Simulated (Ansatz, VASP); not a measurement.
Given: the input of a run of Ansatz 0.2.0 on TiAl.

Contents of input.yaml:

```yaml
crystal:
  lattice:
    - [2.8672622327, 0.0, 0.0]
    - [-1.4336311163, 2.4831219328, 0.0]
    - [0.0, 0.0, 4.678083]
  atoms:
    - { symbol: Ti, position: [-0.009755, 0.004856, 0.01131] }
    - { symbol: Al, position: [0.348123, 0.662687, 0.516325] }
hamiltonian:
  xc: pbe
  pseudopotentials: { kind: paw }
kpoints:
  mp_grid: { grid: [11, 11, 6] }
scf:
  occupations: { method: fermi_dirac, width: 0.05 }
output:
  forces: true
  stress: true
  eigenvalues: true
```

Potentials or basis: Ansatz PAW.

Command:

```bash
$ ansatz run input.yaml --threads 2 --pin off --max-ram 5120MiB --backend cpu --events-out ev --progress --plain --runs-dir out
```

Translate it to VASP 6.6.1. Potentials there: VASP PAW PBE potentials, release 64 (Ti_sv, Al).

As run (the cutoff follows the program's own potentials):

File INCAR:

```
PREC = Accurate
ENCUT = 520
EDIFF = 1E-6
ISMEAR = -1
SIGMA = 0.05
LREAL = F
LASPH = T
NELM = 80
ALGO = Fast
ISIF = 2
LWAVE = F
LCHARG = F
GGA = PE
NBANDS = 14
```

Contents of KPOINTS:

```
regular mesh
0
Gamma
  11 11 6
```

Contents of POSCAR:

```
TiAl
1.0
    2.8672622327      0.0000000000      0.0000000000
   -1.4336311163      2.4831219328      0.0000000000
    0.0000000000      0.0000000000      4.6780830000
Ti Al
1 1
Direct
   -0.0097550000      0.0048560000      0.0113100000
    0.3481230000      0.6626870000      0.5163250000
```

Potentials or basis: VASP PAW PBE potentials, release 64 (Ti_sv, Al).

Launch:

```sh
$ cat potpaw_PBE.64/Ti_sv/POTCAR potpaw_PBE.64/Al/POTCAR > POTCAR
$ mpirun -np 1 vasp_std > vasp.out
```

Both were run:

|  | VASP | Ansatz | Ansatz less VASP |
| --- | --- | --- | --- |
| gap on the k mesh at the Fermi level (eV) | none | none | - |
| pressure (GPa) | 0.2 | 0.3 | +0.10 |
| traceless stress, the component that is largest in VASP (GPa) | 1.31 | 1.32 | +0.001 |
| rms of the force components (eV/Å) | 0.130 | 0.130 | -0.0001 |

Atom by atom the forces differ by 0.000 eV/Å (rms over components). A gap of «none» marks a metal or a gap that the smearing closes. The functional is the same, so the differences come from potentials, cutoffs and numerics.
